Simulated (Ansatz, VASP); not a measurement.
One calculation of MoAs3, two programs

```
Mo As
1.0
     5.98884    0.00000    0.00000
    -2.99442    5.18649    0.00000
     0.00000    0.00000    4.68216
Mo As
2 6
Direct
  0.33333 0.66667 0.25000
  0.66667 0.33333 0.75000
  0.81308 0.62616 0.25000
  0.18692 0.81308 0.75000
  0.37384 0.18692 0.25000
  0.18692 0.37384 0.75000
  0.81308 0.18692 0.25000
  0.62616 0.81308 0.75000
```

Alike in both runs: functional PBE; k mesh 6 × 6 × 8; occupations gaussian, width 0.1 eV; no spin polarisation.

Ansatz relaxed the structure, and its values are those at the end. VASP's run is a single point on that final structure, the one shown.

```csv
,VASP,Ansatz
version,VASP 6.6.1,Ansatz 0.2.0
potentials or method,"VASP PAW PBE potentials, release 64 (Mo_sv, As), cutoff 520 eV","scalar-relativistic, plane waves, PAW"
valence electrons in the cell,58,118
```

Ansatz gave:

- gap on the k mesh at the Fermi level (eV): none
- pressure (GPa): 0.0
- rms of the force components (eV/Å): 0.000

Problem. Estimate VASP's values.

Solution. gap on the k mesh at the Fermi level (eV): none; pressure (GPa): 0.3; rms of the force components (eV/Å): 0.020.

A gap of «none» marks a metal or a gap that the smearing closes. VASP's potentials hold 58 valence electrons a cell and Ansatz's 118, so a difference there can come from the potentials and not from the codes.
